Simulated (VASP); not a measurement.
A run of VASP 6.6.1 is set up as follows.

Contents of INCAR:

```
  ALGO = Normal
  EDIFF = 1E-6
  ENCUT = 400
  GGA = PE
  GGA_COMPAT = False
  ISIF = 2
  ISMEAR = -1
  LASPH = True
  LCHARG = False
  LREAL = Auto
  LWAVE = False
  NBANDS = 266
  NELECT = 466.0
  NELM = 120
  PREC = Accurate
  SIGMA = 0.01
```

The input KPOINTS:

```
k-points
0
Gamma
  1 1 1
```

The input POSCAR:

```
GaW17S36
1.0
    9.3812494643     -0.0000000850      0.0000000000
   -4.6906246585      8.1244003979      0.0000000000
    0.0000000000      0.0000000000     12.1647637133
W S Ga
17 36 1
Direct
    0.1117595754      0.2223942442      0.2499094418
    0.2066424055      0.0981950926      0.7499478085
    0.1119625881      0.5552774126      0.2499380248
    0.2163325555      0.4462694161      0.7502916458
    0.1119059802      0.8890036317      0.2499561421
    0.2217372464      0.7785215381      0.7502293902
    0.4452358921      0.2222144107      0.2500568405
    0.5455039686      0.0991407247      0.7504658574
    0.4455006865      0.5554406071      0.2499777896
    0.4456178451      0.8889604221      0.2499973250
    0.5539721200      0.7839279622      0.7501545772
    0.7785931682      0.2223240584      0.2499629827
    0.8868686287      0.1134266936      0.7502827628
    0.7787232317      0.5556902568      0.2498896635
    0.9011196167      0.4547417840      0.7501365913
    0.7785355974      0.8891908346      0.2500158534
    0.9021426786      0.7936651511      0.7504511470
    0.1107849217      0.2235398120      0.6197798998
    0.2226179413      0.1119629227      0.1195613577
    0.1108796592      0.2233037474      0.8805290168
    0.2223490763      0.1118113455      0.3804736944
    0.1143073568      0.5587041154      0.6161164964
    0.2227839055      0.4450543200      0.1192313527
    0.1140713034      0.5585373135      0.8843123911
    0.2226904197      0.4449476457      0.3806112325
    0.1123057229      0.8879402394      0.6129114005
    0.2229602337      0.7783030759      0.1195768622
    0.1123728602      0.8880452807      0.8875199626
    0.2225706321      0.7779300074      0.3803589576
    0.4341333764      0.2087185760      0.6202113491
    0.5558912657      0.1116149366      0.1193187952
    0.4343141541      0.2090561558      0.8798753162
    0.5559188122      0.1116770120      0.3806756328
    0.4432727184      0.5573314650      0.6220401921
    0.5560895152      0.4448756135      0.1192042836
    0.4432737299      0.5567656547      0.8780636142
    0.5560687815      0.4448504555      0.3807556440
    0.4417705421      0.8863101167      0.6161807756
    0.5559476577      0.7782223505      0.1193315886
    0.4415308164      0.8858848951      0.8843679233
    0.5558829510      0.7781902362      0.3806982668
    0.7730812602      0.2269461203      0.6218628833
    0.8889609654      0.1119259053      0.1192193578
    0.7733551745      0.2271810290      0.8787537975
    0.8890128351      0.1119735386      0.3807143685
    0.7916937888      0.5662798068      0.6203132802
    0.8892249098      0.4449862693      0.1192535156
    0.7913160765      0.5660308698      0.8800070233
    0.8892947954      0.4449873502      0.3806208634
    0.7770480945      0.8895756868      0.6199432020
    0.8890571269      0.7785264199      0.1194568095
    0.7767522949      0.8894500755      0.8806836714
    0.8889509686      0.7783324960      0.3803689123
    0.5597440175      0.4406868270      0.7494469973
```

Potentials or basis: VASP PAW PBE potentials, release 64 (W_sv, S, Ga_d).

Launch:

```bash
$ cat potpaw_PBE.64/W_sv/POTCAR potpaw_PBE.64/S/POTCAR potpaw_PBE.64/Ga_d/POTCAR > POTCAR
$ mpirun -np 1 vasp_gam > vasp.out
```

Task: What does it give for the largest force?

Result: 0.943 eV/Å.

Forces on the atoms (eV/Å):
```
W   -0.168  0.198  0.011
W    0.939  0.078  0.037
W   -0.265  0.039 -0.011
W   -0.404 -0.324 -0.015
W   -0.124  0.068  0.002
W   -0.018  0.013 -0.003
W   -0.185  0.150 -0.010
W    0.793  0.115 -0.023
W   -0.070  0.036  0.002
W   -0.166  0.206  0.012
W    0.085  0.524  0.006
W   -0.134  0.075  0.002
W   -0.023  0.016 -0.003
W   -0.221  0.082  0.015
W    0.300 -0.731  0.007
W   -0.255  0.045 -0.009
W    0.400 -0.844 -0.037
S   -0.144  0.152  0.512
S    0.113 -0.033  0.357
S   -0.144  0.165 -0.508
S    0.122 -0.024 -0.368
S   -0.026  0.108  0.583
S    0.100 -0.082  0.377
S   -0.025  0.120 -0.583
S    0.100 -0.076 -0.369
S   -0.071  0.018  0.782
S    0.064 -0.057  0.514
S   -0.050  0.052 -0.785
S    0.083 -0.026 -0.509
S   -0.178  0.407  0.329
S    0.062 -0.060  0.371
S   -0.196  0.411 -0.324
S    0.070 -0.069 -0.366
S    0.224 -0.143  0.232
S    0.062 -0.045  0.382
S    0.239 -0.129 -0.238
S    0.069 -0.032 -0.379
S   -0.118 -0.040  0.583
S    0.116 -0.048  0.372
S   -0.107 -0.034 -0.583
S    0.120 -0.047 -0.373
S   -0.022  0.021  0.528
S    0.063 -0.036  0.349
S   -0.030  0.007 -0.535
S    0.063 -0.037 -0.347
S   -0.446 -0.042  0.323
S    0.094 -0.025  0.370
S   -0.449 -0.050 -0.330
S    0.083 -0.023 -0.369
S   -0.216  0.035  0.507
S    0.083 -0.092  0.371
S   -0.204  0.045 -0.516
S    0.087 -0.081 -0.355
Ga  -0.073  0.040  0.014
```

Caveat: the k points lie up to 0.77 Å⁻¹ apart; the cell carries a net charge on a neutralising background, which shifts energy and pressure.
